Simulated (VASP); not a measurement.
Here is a VASP 6.6.1 calculation.

Contents of POSCAR:

```
SiC
1.0
    3.1683992684      0.0000000000      0.0000000000
   -1.5841996342      2.7439142558      0.0000000000
    0.0000000000      0.0000000000      4.9815654535
Si C
2 2
Direct
    0.3333333333      0.6666666667      0.2500000000
    0.6666666667      0.3333333333      0.7500000000
    0.6666666667      0.3333333333      0.2500000000
    0.3333333333      0.6666666667      0.7500000000
```

File INCAR.step1:

```
PREC = Accurate
ENCUT = 520
ISMEAR = -1
SIGMA = 0.02
LREAL = False
LASPH = True
NELM = 80
NBANDS = 16
GGA = PE
ALGO = Normal
EDIFF = 1E-4
LWAVE = True
LCHARG = False
```

The input INCAR.step2:

```
PREC = Accurate
ENCUT = 520
EDIFF = 1E-6
ISMEAR = -1
SIGMA = 0.02
LREAL = False
LASPH = True
NELM = 80
ALGO = Normal
ISIF = 2
LWAVE = False
LCHARG = False
METAGGA = R2SCAN
LMIXTAU = True
NBANDS = 16
ISTART = 1
```

The input KPOINTS:

```
Automatic mesh
0
Gamma
  9 9 4
```

Potentials or basis: VASP PAW PBE potentials, release 64 (Si, C).

Launch:

```console
$ cat potpaw_PBE.64/Si/POTCAR potpaw_PBE.64/C/POTCAR > POTCAR
$ cp INCAR.step1 INCAR
$ mpirun -np 1 vasp_std > vasp.out
$ cp INCAR.step2 INCAR
$ mpirun -np 1 vasp_std > vasp.out
```

(1) What does it give for the band gap on the k mesh?

(2) Estimate the pressure.

Results:

(1) 0.13 eV, indirect (least direct gap 1.61 eV).

(2) -6.4 GPa.

Caveat: the PAW data sets were made with another functional, which shifts forces and pressure a little.
